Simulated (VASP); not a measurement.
Write the native input for VASP 6.6.1 that does the following.

* Task: single point
* Functional: LDA
* Potentials or basis: VASP PAW LDA potentials, release 64 (Ca_sv, O)
* Cutoff: 520 eV
* k mesh: 8 × 8 × 8
* Occupations: gaussian, width 0.01 eV
* Spin: no spin polarisation
* Dipole correction: no
* Further INCAR settings: ALGO = Normal; EDIFF = 1e-06; NBANDS = 15

The structure of CaO lies in POSCAR:

```
CaO
1.0
    0.0000000000      2.3421675944      2.3421675944
    2.3421675944      0.0000000000      2.3421675944
    2.3421675944      2.3421675944      0.0000000000
Ca O
1 1
Direct
    0.0000000000      0.0000000000      0.0000000000
    0.5000000000      0.5000000000      0.5000000000
```

These files were run (other wordings do the same):

INCAR

```
ALGO = Normal ; EDIFF = 1E-6
ENCUT = 520 ; ISIF = 2
ISMEAR = 0 ; LASPH = T
LCHARG = F ; LREAL = F
LWAVE = F ; NBANDS = 15
NELM = 60 ; PREC = Accurate
SIGMA = 0.01
```

KPOINTS

```
k-points
0
Gamma
  8 8 8
```

Potentials or basis: VASP PAW LDA potentials, release 64 (Ca_sv, O).

Launch:

```bash
$ cat potpaw_LDA.64/Ca_sv/POTCAR potpaw_LDA.64/O/POTCAR > POTCAR
$ mpirun -np 1 vasp_std > vasp.out
```

Results of the run:

```yaml
Pressure: 3.1 GPa
Band_gap_on_the_k_mesh: 3.41 eV (least direct gap 3.76 eV)
```

Caveat: the cell stands under pressure.

Wall time 18 s on 1 thread of Intel(R) Xeon(R) Platinum 8375C CPU @ 2.90GHz (Ice Lake), with other jobs on the host, peak memory 0.14 GiB.
